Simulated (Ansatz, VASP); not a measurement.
Two plane-wave programs on CdTe

```
Cd Te
1.0
     0.00000    3.17956    3.37623
     3.17956    0.00000    3.37623
     3.17956    3.17956    0.00000
Cd Te
1 1
Cartesian
  0.0000 0.0000 0.0000
  4.7693 4.7693 5.0644
```

Change from the starting cell: strain -0.030 along x and y, +0.030 along z, atoms carried along.

Alike in both runs: task single point; functional r2SCAN; k mesh 8 × 8 × 8; occupations gaussian, width 0.05 eV; no spin polarisation.

```csv
,VASP,Ansatz
version,VASP 6.6.1,Ansatz 0.2.0
potentials or method,"VASP PAW PBE potentials, release 64 (Cd, Te), cutoff 520 eV","scalar-relativistic, plane waves, PAW"
valence electrons in the cell,18,36
```

```csv
,VASP,Ansatz,Ansatz less VASP
gap on the k mesh at the Fermi level (eV),1.18,1.18,+0.006
least direct gap on the mesh (eV),1.18,1.18,+0.006
pressure (GPa),1.5,1.3,-0.13
"traceless stress, the component that is largest in VASP (GPa)",-0.73,-0.73,+0.002
```

VASP's potentials were made for PBE, not for r2SCAN. The functional is the same, so the differences come from potentials, cutoffs and numerics. VASP's potentials hold 18 valence electrons a cell and Ansatz's 36, so a difference there can come from the potentials and not from the codes.

Neither program's run includes spin-orbit coupling.
